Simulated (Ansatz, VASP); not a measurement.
Al3Pd: VASP beside Ansatz

```
CELL_PARAMETERS angstrom
4.02432 0.00000 0.00000
0.00000 4.02432 0.00000
0.00000 0.00000 4.02432
ATOMIC_POSITIONS crystal
Pd 0.00000 0.00000 0.00000
Al 0.50000 0.50000 0.00000
Al 0.50000 0.00000 0.50000
Al 0.00000 0.50000 0.50000
```

Change from the starting cell: volume scaled by 1.06.

Alike in both runs: task single point; functional LDA; k mesh 7 × 7 × 7; occupations fermi-dirac, width 0.05 eV; no spin polarisation.

|  | VASP | Ansatz |
| --- | --- | --- |
| version | VASP 6.6.1 | Ansatz 0.2.0 |
| potentials or method | VASP PAW LDA potentials, release 64 (Pd, Al), cutoff 520 eV | all-electron LAPW, scalar-relativistic |

Ansatz gave:

| Item | Value |
| --- | --- |
| gap on the k mesh at the Fermi level (eV) | none |
| pressure (GPa) | -9.9 |

Question: Estimate VASP's values.

Answer: gap on the k mesh at the Fermi level (eV): none; pressure (GPa): -9.7.

LDA's correlation is that of Perdew and Zunger in VASP and of Perdew and Wang (1992) in Ansatz. A gap of «none» marks a metal or a gap that the smearing closes. Ansatz ran all-electron here, and VASP with PAW potentials.
